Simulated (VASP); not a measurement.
# PtS2 (P-3m1) in VASP: a series of runs

The runs below take PtS2 through single point, with PBE.

All numbers are computed with VASP 6.6.1; they aren't measurements. Logs are shortened: lines on timing, memory, paths and dates and some standing lists are left out, and cuts for length are marked.

### 1 The cell of the first run

The structure is trigonal, space group P-3m1 (No. 164). Conventional cell: a = 3.632 Å, b = 3.632 Å, c = 5.165 Å, α = 90.00°, β = 90.00°, γ = 120.00°. Within 3.3 Å of Pt (site symmetry -3m) lie 6 S at 2.46 Å. Within 3.3 Å of S (site symmetry 3m) lie 3 Pt at 2.46 Å.

### 2 Single point, PBE (strain +0.025 along x and y, +0.025 along z)

INCAR

```
SYSTEM = PtS2
  PREC = Accurate
  ENCUT = 520
  EDIFF = 1E-7
  ISMEAR = 0
  SIGMA = 0.05
  LREAL = .FALSE.
  LASPH = .TRUE.
  NELM = 100
  ALGO = Normal
  ISIF = 2
  LWAVE = .FALSE.
  LCHARG = .FALSE.
  GGA = PE
  NBANDS = 18
```

KPOINTS

```
Automatic mesh
0
G
  12 12 8
  0 0 0
```

POSCAR

```
PtS2
1.0
    3.6317794627      0.0000000000      0.0000000000
   -1.8158897313      3.1452132756      0.0000000000
    0.0000000000      0.0000000000      5.1647700000
Pt S
1 2
Direct
    0.0000000000      0.0000000000      0.0000000000
    0.3333333333      0.6666666667      0.2500000000
    0.6666666667      0.3333333333      0.7500000000
```

Potentials or basis: VASP PAW PBE potentials, release 64 (Pt, S).

Started as:

```console
cat potpaw_PBE.64/Pt/POTCAR potpaw_PBE.64/S/POTCAR > POTCAR
mpirun -np 1 vasp_std > vasp.out
```

OUTCAR:

```text
SYSTEM = PtS2
   PREC = Accurate
   ENCUT = 520
   EDIFF = 1E-7
   ISMEAR = 0
   LREAL = .FALSE.
   LASPH = .TRUE.
   NELM = 100
   ISIF = 2
   GGA = PE

 ion  position               nearest neighbor table
   1  0.000  0.000  0.000-   2 2.46   3 2.46   2 2.46   3 2.46   3 2.46   2 2.46
   2  0.333  0.667  0.250-   1 2.46   1 2.46   1 2.46
   3  0.667  0.333  0.750-   1 2.46   1 2.46   1 2.46

  LATTYP: Found a hexagonal cell.
 ALAT       =     3.6317794627
 C/A-ratio  =     1.4221045229

  Lattice vectors:

 A1 = (   3.6317794627,   0.0000000000,   0.0000000000)
 A2 = (  -1.8158897313,   3.1452132756,   0.0000000000)
 A3 = (   0.0000000000,   0.0000000000,   5.1647700000)

Analysis of symmetry for initial positions (statically):
=====================================================================
 Subroutine PRICEL returns:
 Original cell was already a primitive cell.

 Routine SETGRP: Setting up the symmetry group for a
 hexagonal supercell.

 Subroutine GETGRP returns: Found 12 space group operations
 (whereof 12 operations were pure point group operations)
 out of a pool of 24 trial point group operations.

The static configuration has the point symmetry D_3d.

Analysis of symmetry for dynamics (positions and initial velocities):
=====================================================================
 Subroutine PRICEL returns:
 Original cell was already a primitive cell.

 Routine SETGRP: Setting up the symmetry group for a
 hexagonal supercell.

 Subroutine GETGRP returns: Found 12 space group operations
 (whereof 12 operations were pure point group operations)
 out of a pool of 24 trial point group operations.

The dynamic configuration has the point symmetry D_3d.

 Subroutine INISYM returns: Found 12 space group operations
 (whereof 12 operations are pure point group operations),
 and found     1 'primitive' translations

----------------------------------------------------------------------------------------

                                     Primitive cell

  volume of cell :      58.9957

  direct lattice vectors                    reciprocal lattice vectors
     3.631779463  0.000000000  0.000000000     0.275347116  0.158971731  0.000000000
    -1.815889731  3.145213276  0.000000000     0.000000000  0.317943463  0.000000000
     0.000000000  0.000000000  5.164770000     0.000000000  0.000000000  0.193619464

  length of vectors
     3.631779463  3.631779463  5.164770000     0.317943463  0.317943463  0.193619464

  position of ions in fractional coordinates (direct lattice)
     0.000000000  0.000000000  0.000000000
     0.333333333  0.666666667  0.250000000
     0.666666667  0.333333333  0.750000000

  ion indices of the primitive-cell ions
   primitive index   ion index
                 1           1
                 2           2
                 3           3

----------------------------------------------------------------------------------------

 KPOINTS: Automatic mesh

Automatic generation of k-mesh.
 Grid dimensions read from file:
 generate k-points for:   12   12    8

 Generating k-lattice:

  Cartesian coordinates                     Fractional coordinates (reciprocal lattice)
     0.022945593  0.013247644  0.000000000     0.083333333  0.000000000  0.000000000
     0.000000000  0.026495289  0.000000000     0.000000000  0.083333333  0.000000000
     0.000000000  0.000000000  0.024202433     0.000000000  0.000000000  0.125000000

  Length of vectors
     0.026495289  0.026495289  0.024202433

  Shift w.r.t. Gamma in fractional coordinates (k-lattice)
     0.000000000  0.000000000  0.000000000

 Subroutine IBZKPT returns following result:
 ===========================================

 Found    131 irreducible k-points:

 Following reciprocal coordinates:
            Coordinates               Weight
  0.000000  0.000000  0.000000      1.000000
  0.083333  0.000000  0.000000      6.000000
  0.166667  0.000000  0.000000      6.000000
  0.250000  0.000000  0.000000      6.000000
  0.333333  0.000000  0.000000      6.000000
  0.416667 -0.000000  0.000000      6.000000
[... 16 lines left out ...]
  0.166667  0.000000  0.125000      6.000000
  0.000000  0.166667  0.125000      6.000000
 [... further k-points ...]
   k-points           NKPTS =    131   k-points in BZ     NKDIM =    131   number of bands    NBANDS=     18
   number of dos      NEDOS =    301   number of ions     NIONS =      3
   total plane-waves  NPLWV =  31360
   dimension x,y,z NGX =    28 NGY =   28 NGZ =   40
   dimension x,y,z NGXF=    56 NGYF=   56 NGZF=   80
   ions per type =               1   2
   NGX,Y,Z   is equivalent  to a cutoff of  12.82, 12.82, 12.88 a.u.
   NGXF,Y,Z  is equivalent  to a cutoff of  25.63, 25.63, 25.75 a.u.
 SYSTEM =  PtS2
   PREC   = accura    normal or accurate (medium, high low for compatibility)
   ISTART =      0    job   : 0-new  1-cont  2-samecut
   ICHARG =      2    charge: 1-file 2-atom 10-const
   ISPIN  =      1    spin polarized calculation?
   LNONCOLLINEAR =      F non collinear calculations
   LSORBIT =      F    spin-orbit coupling
   LASPH  =      T    aspherical Exc in radial PAW
   ENCUT  =  520.0 eV  38.22 Ry    6.18 a.u.   6.75  6.75  9.60*2*pi/ulx,y,z
   NELM   =    100;   NELMIN=  2; NELMDL= -5     # of ELM steps
   EDIFF  = 0.1E-06   stopping-criterion for ELM
   LREAL  =      F    real-space projection
   EDIFFG = 0.1E-05   stopping-criterion for IOM
   NSW    =      0    number of steps for IOM
   IBRION =     -1    ionic relax: 0-MD 1-quasi-New 2-CG
   NFREE  =      0    steps in history (QN), initial steepest desc. (CG)
   ISIF   =      2    stress and relaxation
   ISYM   =      2    0-nonsym 1-usesym 2-fastsym
   POTIM  = 0.5000    time-step for ionic-motion
   TEBEG  =    0.0;   TEEND  =   0.0 temperature during run
   PSTRESS=    0.0 pullay stress
   NELECT =      22.0000    total number of electrons
   NUPDOWN=      -1.0000    fix difference up-down
   EMIN   =  10.00;   EMAX   =-10.00  energy-range for DOS
   EFERMI =   0.00;   METHOD = LEGACY
   ISMEAR =     0;   SIGMA  =   0.05  broadening in eV -4-tet -1-fermi 0-gaus
   EFERMI_NEDOS =   21; number of points for ismear=-14 and -15
   IALGO  =     38    algorithm
   IMIX   =      4    mixing-type and parameters
     AMIX     =   0.40;   BMIX     =  1.00
     AMIX_MAG =   1.60;   BMIX_MAG =  1.00
  volume/ion in A,a.u.               =      19.67       132.71
  Fermi-wavevector in a.u.,A,eV,Ry     =   1.178353  2.226765 18.891915  1.388517
  Thomas-Fermi vector in A             =   2.314684
   LORBIT       =      0    0 simple, 1 ext, 2 COOP (PROOUT), +10 PAW based schemes
   GGA     = PE    functional components
   LHFCALC =     F    Hartree Fock is set to
   AEXX    =    0.0000 exact exchange contribution
   IVDW    =     0    specifies the selected vdW correction
   LEPSILON=     F    determine dielectric tensor
   LRPA    =     F    only Hartree local field effects (RPA)
 non-spin polarized calculation
 Gauss-broadening in eV      SIGMA  =   0.05
  energy-cutoff  :      520.00
  volume of cell :       59.00
 maximum number of plane-waves:      1602
   NGX = 13   NGY = 13   NGZ = 19

 number of electron      22.0000000 magnetization

 Free energy of the ion-electron system (eV)
  ---------------------------------------------------
  ext. energy  EPLUGINS =         0.00000000
  ---------------------------------------------------
  free energy    TOTEN  =       -15.29215541 eV

  energy without entropy =      -15.29215541  energy(sigma->0) =      -15.29215541

 E-fermi :   6.0639     XC(G=0): -10.3268

 val. band max:        5.8318164134   @ k =   0.0000   0.0000   0.0000
 cond. band min:       6.3053650772   @ k =   0.0000   0.2500   0.3750
 fundamental gap:      0.4735486637
 Fermi energy:         6.0639495286

 k-point     1 :       0.0000    0.0000    0.0000
  band No.  band energies     occupation
      1      -8.7831      2.00000
      2      -6.3681      2.00000
      3      -0.6131      2.00000
      4      -0.0190      2.00000
      5      -0.0190      2.00000
      6       2.4210      2.00000
[... 10 lines left out ...]
     17      13.8690      0.00000
     18      18.3208      0.00000

 k-point     2 :       0.0833    0.0000    0.0000
  band No.  band energies     occupation
      1      -8.7063      2.00000
      2      -6.3955      2.00000
      3      -0.5228      2.00000
      4       0.0274      2.00000
      5       0.0288      2.00000
      6       2.3009      2.00000
[... 10 lines left out ...]
     17      14.1069      0.00000
     18      17.0218      0.00000

 k-point     3 :       0.1667    0.0000    0.0000
  band No.  band energies     occupation
      1      -8.4847      2.00000
      2      -6.4712      2.00000
      3      -0.2707      2.00000
      4       0.1575      2.00000
      5       0.1758      2.00000
      6       1.8646      2.00000
[... 10 lines left out ...]
     17      14.6756      0.00000
     18      15.6158      0.00000

 k-point     4 :       0.2500    0.0000    0.0000
  band No.  band energies     occupation
      1      -8.1465      2.00000
      2      -6.5794      2.00000
      3       0.0334      2.00000
      4       0.3201      2.00000
      5       0.4781      2.00000
      6       1.1381      2.00000
[... 10 lines left out ...]
     17      14.7748      0.00000
     18      14.8625      0.00000

 k-point     5 :       0.3333    0.0000    0.0000
  band No.  band energies     occupation
      1      -7.7445      2.00000
      2      -6.7054      2.00000
      3      -0.0637      2.00000
      4       0.4465      2.00000
      5       0.7121      2.00000
      6       1.0387      2.00000
[... 10 lines left out ...]
     17      14.3999      0.00000
     18      15.1021      0.00000

 k-point     6 :       0.4167   -0.0000    0.0000
  band No.  band energies     occupation
      1      -7.3566      2.00000
      2      -6.8508      2.00000
      3      -0.5842      2.00000
      4       0.5019      2.00000
      5       0.9208      2.00000
      6       1.6722      2.00000
[... 10 lines left out ...]
     17      13.9984      0.00000
     18      16.1583      0.00000

 k-point     7 :       0.5000    0.0000    0.0000
  band No.  band energies     occupation
      1      -7.0851      2.00000
      2      -7.0223      2.00000
      3      -0.8078      2.00000
      4       0.5131      2.00000
      5       1.0678      2.00000
      6       1.9999      2.00000
[... 10 lines left out ...]
     17      13.8530      0.00000
     18      16.8103      0.00000

 k-point     8 :       0.0833    0.0833    0.0000
  band No.  band energies     occupation
      1      -8.5570      2.00000
      2      -6.4469      2.00000
      3      -0.3495      2.00000
      4       0.1184      2.00000
      5       0.1204      2.00000
      6       2.1308      2.00000
[... 10 lines left out ...]
     17      14.5658      0.00000
     18      15.9510      0.00000
[... 229 lines left out ...]
     17      14.8238      0.00000
     18      16.2167      0.00000

 k-point    20 :       0.0000    0.0000    0.1250
  band No.  band energies     occupation
      1      -8.7347      2.00000
      2      -6.4785      2.00000
      3      -0.4443      2.00000
      4      -0.0143      2.00000
      5      -0.0143      2.00000
      6       2.4176      2.00000
[... 10 lines left out ...]
     17      13.8305      0.00000
     18      17.7771      0.00000

 k-point    21 :       0.0833    0.0000    0.1250
  band No.  band energies     occupation
      1      -8.6581      2.00000
      2      -6.5005      2.00000
      3      -0.3864      2.00000
      4       0.0425      2.00000
      5       0.0435      2.00000
      6       2.3077      2.00000
[... 10 lines left out ...]
     17      13.8977      0.00000
     18      16.5035      0.00000

 k-point    22 :       0.0000    0.0833    0.1250
  band No.  band energies     occupation
      1      -8.6589      2.00000
      2      -6.4980      2.00000
      3      -0.4059      2.00000
      4       0.0235      2.00000
      5       0.0756      2.00000
      6       2.2815      2.00000
[... 10 lines left out ...]
     17      14.2414      0.00000
     18      16.4389      0.00000

 k-point    23 :       0.1667    0.0000    0.1250
  band No.  band energies     occupation
      1      -8.4354      2.00000
      2      -6.5668      2.00000
      3      -0.1824      2.00000
      4       0.1795      2.00000
      5       0.2053      2.00000
      6       1.9086      2.00000
[... 10 lines left out ...]
     17      14.3169      0.00000
     18      15.3759      0.00000

 k-point    24 :       0.0000    0.1667    0.1250
  band No.  band energies     occupation
      1      -8.4425      2.00000
      2      -6.5477      2.00000
      3      -0.3173      2.00000
      4       0.1399      2.00000
      5       0.3385      2.00000
      6       1.7938      2.00000
[... 10 lines left out ...]
     17      15.0053      0.00000
     18      15.1898      0.00000

 [... further k-points ...]
[... 5 lines left out ...]
  --------------------------------------------------------------------------------------
  -------------------------------------------------------------------------------------
  Total       -2.6194621     -2.6194621     -2.3609274     -0.0000000      0.0000000     -0.0000000
  in kB      -71.1380811    -71.1380811    -64.1169212     -0.0000000      0.0000000     -0.0000000
  external PRESSURE =     -68.7976945 kB  Pullay stress =       0.0000000 kB

 VOLUME and BASIS-vectors are now :
 -----------------------------------------------------------------------------
  energy-cutoff  :      520.00
  volume of cell :       59.00
      direct lattice vectors                 reciprocal lattice vectors
     3.631779463  0.000000000  0.000000000     0.275347116  0.158971731  0.000000000
    -1.815889731  3.145213276  0.000000000     0.000000000  0.317943463  0.000000000
     0.000000000  0.000000000  5.164770000     0.000000000  0.000000000  0.193619464

 POSITION                                       TOTAL-FORCE (eV/Angst)
 -----------------------------------------------------------------------------------
      0.00000      0.00000      0.00000         0.000000      0.000000      0.000000
     -0.00000      2.09681      1.29119         0.000000     -0.000000     -1.132501
      1.81589      1.04840      3.87358        -0.000000      0.000000      1.132501
 -----------------------------------------------------------------------------------
    total drift:                               -0.000000     -0.000000     -0.000000

  FREE ENERGIE OF THE ION-ELECTRON SYSTEM (eV)
  ---------------------------------------------------
  free  energy   TOTEN  =       -15.2921554128 eV

  energy  without entropy=      -15.2921554128  energy(sigma->0) =      -15.29215541
```

Run time: 1.9 min. Hardware: 1 thread of AMD EPYC 9R45 (Zen 5), shared host; peak memory 0.24 GiB.

Results:

```yaml
Free_energy: -15.2922 eV
Pressure: -6.9 GPa
Largest_force: 1.133 eV/Å
Band_gap_on_the_k_mesh: 0.47 eV, indirect (least direct gap 0.74 eV)
```

Forces on the atoms (eV/Å):
```
Pt   0.000  0.000  0.000
S    0.000  0.000 -1.133
S    0.000  0.000  1.133
```

Levels at points of the mesh, in eV from the valence-band top:
| k point | band 7 | band 8 | band 9 | band 10 | band 11 | band 12 | band 13 | band 14 | band 15 | band 16 |
| --- | --- | --- | --- | --- | --- | --- | --- | --- | --- | --- |
| (0.00, 0.00, 0.00) | -3.41 | -2.06 | -1.04 | -1.04 | 0.00 | 1.62 | 1.62 | 4.67 | 4.69 | 8.04 |
| (0.50, 0.00, 0.00) | -3.17 | -2.93 | -2.79 | -2.78 | -2.37 | 1.15 | 2.15 | 5.12 | 6.37 | 7.89 |
| (0.00, 0.00, 0.50) | -3.43 | -2.60 | -1.34 | -1.33 | -1.33 | 2.18 | 2.18 | 5.56 | 6.41 | 7.68 |
| (0.50, 0.00, 0.50) | -2.99 | -2.79 | -2.50 | -2.44 | -1.39 | 1.28 | 1.78 | 4.70 | 5.43 | 7.55 |

Caveat: the cell differs from its parent crystal (strain +0.025 along x and y, +0.025 along z); spin-orbit coupling is left out, which moves the levels of the heavy elements; forces of over 1 eV/Å act on the atoms, so gaps and moduli don't describe the material at rest.

(Part 1 of 2 ends here.)
